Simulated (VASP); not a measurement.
A run of VASP 6.6.1 is set up as follows.

INCAR

```
PREC     = Accurate       # precision mode
ENCUT    = 520            # plane-wave cutoff, eV
EDIFF    = 1E-6           # SCF threshold, eV
ISMEAR   = -1             # smearing method
SIGMA    = 0.05           # smearing width, eV
LREAL    = False          # projectors in reciprocal space
LASPH    = True           # aspherical terms in the spheres
NELM     = 60             # most SCF steps
ALGO     = Normal         # electronic algorithm
ISIF     = 2              # what is computed and relaxed
LWAVE    = False          # write WAVECAR
LCHARG   = False          # write CHGCAR
GGA      = PE             # functional
NBANDS   = 14             # bands
```

KPOINTS

```
Automatic mesh
0
Gamma
  6 6 6
```

File POSCAR:

```
NaI
1.0
    0.0000000000      3.2364000000      3.2364000000
    3.2364000000      0.0000000000      3.2364000000
    3.2364000000      3.2364000000      0.0000000000
I Na
1 1
Direct
    0.5000000000      0.5000000000      0.5000000000
    0.0000000000      0.0000000000      0.0000000000
```

Potentials or basis: VASP PAW PBE potentials, release 64 (I, Na_pv).

Launch:

```console
$ cat potpaw_PBE.64/I/POTCAR potpaw_PBE.64/Na_pv/POTCAR > POTCAR
$ mpirun -np 1 vasp_std > vasp.out
```

(1) Estimate the band gap on the k mesh.

(2) What does it give for the pressure?

Answers

(1) 3.64 eV, direct.

(2) 0.4 GPa.

Caveat: spin-orbit coupling is left out, which moves the levels of the heavy elements.
